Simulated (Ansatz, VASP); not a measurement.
# BeTe: VASP beside Ansatz

```
Be Te
1.0
     2.77000    2.77000    0.00000
    -2.77000    2.77000    0.00000
     0.00000    2.77000    2.77000
Be Te
1 1
Direct
  0.00000 0.00000 0.00000
  0.75000 0.25000 0.50000
```

Alike in both runs: task relaxation of cell and atoms; functional r2SCAN; k mesh 12 × 12 × 12; occupations fermi-dirac, width 0.1 eV; no spin polarisation.

|  | VASP | Ansatz |
| --- | --- | --- |
| version | VASP 6.6.1 | Ansatz 0.2.0 |
| potentials or method | VASP PAW PBE potentials, release 64 (Be, Te) | PAW with Ansatz's default frozen-core files, scalar-relativistic |
| plane-wave cutoff (eV) | 600 | 500 |
| valence electrons in the cell | 8 | 18 |

Ansatz gave:

- relaxed volume (Å³/atom): 22.63
- relaxed cell length with the largest relative difference (Å): 4.000

Question: What did VASP give for the same quantities?

Answer: Relaxed volume (Å³/atom): 22.69; relaxed cell length with the largest relative difference (Å): 4.004.

VASP's potentials were made for PBE, not for r2SCAN. VASP's potentials hold 8 valence electrons a cell and Ansatz's 18, so a difference there can come from the potentials and not from the codes.

Neither program's run includes spin-orbit coupling.
